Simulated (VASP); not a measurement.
Sn5Ge12, 17 atoms in the cell. The cell holds a disordered packing, 17 atoms: a = 7.082 Å, b = 7.723 Å, c = 7.545 Å, α = 95.21°, β = 89.49°, γ = 91.15°. 

```yaml
Program: VASP 6.6.1
Task: single point
Functional: PBE
Potentials_or_basis: VASP PAW PBE potentials, release 64 (Sn_d, Ge_d)
Cutoff: 520 eV
k_mesh: 1 × 1 × 1, shifted
Occupations: fermi-dirac, width 0.2585 eV
Spin: no spin polarisation
Dipole_correction: no
Further_INCAR_settings: LREAL = Auto; ALGO = Normal; EDIFF = 1e-07; NBANDS = 133; ISYM = 0
```

Potentials or basis: VASP PAW PBE potentials, release 64 (Sn_d, Ge_d).

Command:

```bash
$ cat potpaw_PBE.64/Sn_d/POTCAR potpaw_PBE.64/Ge_d/POTCAR > POTCAR
$ mpirun -np 1 vasp_std > vasp.out
```

Hardware: 1 thread of AMD EPYC 9R45 96-Core Processor (Zen 5), with other jobs on the host.

**Question.** How long does it take, and how much memory?

**Answer.** Wall time 84 s on 1 thread of AMD EPYC 9R45 96-Core Processor (Zen 5), on a shared host, peak memory 0.39 GiB. Counts: scf iterations 18, k points 1.
